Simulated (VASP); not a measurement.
Runs of VASP 6.6.1 on RbBr. The structure is cubic, space group Pm-3m (No. 221). Conventional cell: a = 4.128 Å, b = 4.128 Å, c = 4.128 Å, α = 90.00°, β = 90.00°, γ = 90.00°. Rb (site symmetry m-3m) has 8 Br at 3.57 Å and 6 Rb at 4.13 Å within 4.7 Å. Br (site symmetry m-3m) has 8 Rb at 3.57 Å and 6 Br at 4.13 Å within 4.7 Å. 

```csv
level,smearing,grid for exact exchange (PRECFOCK),share of exact exchange,screening parameter,gap on the mesh (eV),pressure (GPa)
PBE-based global hybrid with 20 % exact exchange,gaussian 0.01 eV,Normal,0.2,-,5.59,(c)
PBE-based global hybrid with 5 % exact exchange,gaussian 0.01 eV,Normal,0.05,-,4.45,0.7
r2SCAN,methfessel-paxton 0.2 eV,-,-,-,(b),(a)
PBE-based screened hybrid with 100 % exact exchange,gaussian 0.01 eV,Normal,1,0.3 1/Å,8.08,-0.7
HSE06,gaussian 0.01 eV,Normal,0.25,0.2079 1/Å,5.26,0.5
```

Alike in all rows: task single point; potentials or basis VASP PAW PBE potentials, release 64 (Rb_sv, Br); no spin polarisation; cell as given; k mesh 4 × 4 × 4; cutoff (eV) 520.

Question: Estimate the missing entries.

Answer: (a) 0.0; (b) 4.83; (c) 0.4.

Caveats: the PAW data sets were made with another functional, which shifts forces and pressure a little.

A k mesh can miss the band edges, and the runs leave out spin-orbit coupling on Br, Rb.
